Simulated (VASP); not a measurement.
SiO2: single point with LDA

Crystal: SiO2.

```xyz
12
Lattice="0.0000 4.7163 7.3628 2.3596 0.0000 7.3628 2.3596 4.7163 0.0000" Properties=species:S:1:pos:R:3 pbc="T T T"
Si    3.5394    7.0744   13.7944
Si    2.3596    4.7163   10.1131
Si    2.3596    4.7163    4.6125
Si    3.5394    7.0744    8.2939
O     1.1798    0.5984    3.6814
O     1.1798    4.1179    3.6814
O     2.3596    7.6728    7.3628
O     2.3596    1.7597    7.3628
O     2.9495    3.5372    5.5221
O     2.9495    5.8953    9.2035
O     1.7697    3.5372    9.2035
O     1.7697    5.8953    5.5221
```

```
Program                : VASP 6.6.1
Task                   : single point
Functional             : LDA
Potentials or basis    : VASP PAW LDA potentials, release 64 (Si, O)
Cutoff                 : 520 eV
k mesh                 : 7 × 7 × 7
Occupations            : fermi-dirac, width 0.05 eV
Spin                   : no spin polarisation
Dipole correction      : no
Further INCAR settings : ALGO = Normal; EDIFF = 1e-06; NBANDS = 44
```

```yaml
Pressure: -1.1 GPa
Largest_force: 0.038 eV/Å
Band_gap_on_the_k_mesh: 5.53 eV
```

Forces on the atoms (eV/Å):
```
Si   0.000  0.000  0.038
Si   0.000  0.000  0.038
Si   0.000  0.000 -0.038
Si   0.000  0.000 -0.038
O    0.000 -0.037  0.000
O    0.000  0.037  0.000
O    0.000 -0.037  0.000
O    0.000  0.037  0.000
O    0.000  0.000  0.000
O    0.000  0.000  0.000
O    0.000  0.000  0.000
O    0.000  0.000  0.000
```

Stress tensor (GPa, compression positive):
```
-1.27  0.00  0.00
 0.00 -1.07  0.00
 0.00  0.00 -1.08
```

Levels at points of the mesh, in eV from the valence-band top:
```csv
k point,band 28,band 29,band 30,band 31,band 32,band 33,band 34,band 35,band 36,band 37
"(0.00, 0.00, 0.00)",-0.78,-0.65,-0.43,-0.03,0.00,5.53,8.04,8.08,8.45,8.54
```

Run time: 6.4 min on 1 thread of Intel(R) Xeon(R) 6975P-C (Granite Rapids), on a shared host, peak memory 0.51 GiB.

A k mesh can miss the band edges.
